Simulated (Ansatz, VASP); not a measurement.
**One calculation of NbCd3, two programs**

File INCAR:

```
PREC = Accurate
ENCUT = 520
EDIFF = 1E-6
ISMEAR = -1
SIGMA = 0.08
LREAL = False
LASPH = True
NELM = 100
ALGO = Normal
ISIF = 2
LWAVE = False
LCHARG = False
NBANDS = 32
```

File KPOINTS:

```
Automatic mesh
0
Gamma
  9 9 9
```

Contents of POSCAR:

```
NbCd3
1.0
    4.2290034251      0.0000000000      0.0000000000
    0.0000000000      4.2290034251      0.0000000000
    0.0000000000      0.0000000000      4.2290034251
Nb Cd
1 3
Direct
    0.0000000000      0.0000000000      0.0000000000
    0.0000000000      0.5000000000      0.5000000000
    0.5000000000      0.0000000000      0.5000000000
    0.5000000000      0.5000000000      0.0000000000
```

Input for Ansatz:

```yaml
crystal:
  lattice:
    - [4.2290034251, 0.0, 0.0]
    - [0.0, 4.2290034251, 0.0]
    - [0.0, 0.0, 4.2290034251]
  atoms:
    - { symbol: Nb, position: [0.0, 0.0, 0.0] }
    - { symbol: Cd, position: [0.0, 0.5, 0.5] }
    - { symbol: Cd, position: [0.5, 0.0, 0.5] }
    - { symbol: Cd, position: [0.5, 0.5, 0.0] }
kpoints:
  mp_grid: { grid: [9, 9, 9] }
  band_path:
    path:
      - [0.0, 0.0, 0.0]
      - [0.0, 0.5, 0.0]
      - [0.5, 0.5, 0.0]
      - [0.0, 0.0, 0.0]
      - [0.5, 0.5, 0.5]
      - [0.0, 0.5, 0.0]
      - [0.5, 0.5, 0.5]
      - [0.5, 0.5, 0.0]
    npoints: 5
scf:
  occupations: { method: fermi_dirac, width: 0.08 }
hamiltonian:
  xc: lda
  pseudopotentials: { kind: all_electron, lapw: { basis_error: 0.0005 } }
output:
  forces: true
  stress: true
  eigenvalues: true
```

Change from the starting cell: volume scaled by 1.01.

Alike in both runs: task single point; functional LDA; k mesh 9 × 9 × 9; occupations fermi-dirac, width 0.08 eV; no spin polarisation.

```csv
,VASP,Ansatz
version,VASP 6.6.1,Ansatz 0.2.0
potentials or method,"VASP PAW LDA potentials, release 64 (Nb_sv, Cd), cutoff 520 eV","all-electron LAPW, scalar-relativistic"
```

```tsv
	VASP	Ansatz	Ansatz less VASP
pressure (GPa)	-2.8	-3.6	-0.77
```

LDA's correlation is that of Perdew and Zunger in VASP and of Perdew and Wang (1992) in Ansatz. Ansatz ran all-electron here, and VASP with PAW potentials.
